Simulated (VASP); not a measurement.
The system is PtSe2 (Sudovikovite).

```
Pt Se
1.0
     3.72400    0.00000    0.00000
    -1.86200    3.22508    0.00000
     0.00000    0.00000    5.06200
Pt Se
1 2
Direct
  0.00000 0.00000 0.00000
  0.66667 0.33333 0.75000
  0.33333 0.66667 0.25000
```

* Program: VASP 6.6.1
* Task: relaxation of cell and atoms
* Functional: r2SCAN
* Potentials or basis: VASP PAW PBE potentials, release 64 (Pt, Se)
* Cutoff: 600 eV
* k mesh: 8 × 8 × 5
* Occupations: fermi-dirac, width 0.05 eV
* Spin: no spin polarisation

At the start: pressure 5.0 GPa; volume 20.27 Å³/atom.

How do energy, volume and symmetry change on relaxing?

Over 19 steps the energy falls by 23.3 meV/atom and the volume is 23.16 Å³/atom (+14.3 %); space group P-3m1 (No. 164, to 0.05 Å).

Step by step:
| step | energy change (eV) | largest force (eV/Å) | pressure (GPa) | volume (Å³) |
| --- | --- | --- | --- | --- |
| 1 | 0.0000 | 0.3900 | 5.02 | 60.80 |
| 2 | 0.0580 | 0.7959 | -6.60 | 66.56 |
| 3 | -0.0335 | 0.1024 | 0.03 | 62.87 |
| 4 | -0.0335 | 0.0935 | 0.13 | 62.83 |
| 5 | -0.0370 | 0.1084 | 0.13 | 63.04 |
| 6 | -0.0450 | 0.1506 | 0.17 | 63.66 |
| 7 | -0.0507 | 0.2332 | 0.42 | 64.85 |
| 8 | -0.0537 | 0.2283 | 0.23 | 65.25 |
| 9 | -0.0606 | 0.2107 | -0.28 | 66.43 |
| 10 | -0.0667 | 0.1665 | -1.02 | 68.83 |
| 11 | -0.0696 | 0.0005 | 0.05 | 68.87 |
| 12 | -0.0697 | 0.0085 | 0.10 | 68.88 |
| 13 | -0.0697 | 0.0079 | 0.09 | 68.95 |
| 14 | -0.0698 | 0.0104 | 0.06 | 69.16 |
| 15 | -0.0699 | 0.0160 | 0.02 | 69.59 |
| 16 | -0.0699 | 0.0151 | 0.03 | 69.51 |
| 17 | -0.0699 | 0.0088 | -0.09 | 69.55 |
| 18 | -0.0699 | 0.0005 | -0.06 | 69.53 |
| 19 | -0.0699 | 0.0026 | 0.00 | 69.49 |

Final structure:
```yaml
crystal:
  lattice:
    - [3.71915, 0.00000, 0.00000]
    - [-1.85957, 3.22087, 0.00000]
    - [0.00000, 0.00000, 5.80104]
  atoms:
    - { symbol: Pt, position: [0.00000, 0.00000, 0.00000] }
    - { symbol: Se, position: [0.66667, 0.33333, 0.77398] }
    - { symbol: Se, position: [0.33333, 0.66667, 0.22602] }
```

Caveat: the PAW data sets were made with another functional, which shifts forces and pressure a little; the volume moved by +14 % from the deposited cell, more than functionals usually miss.
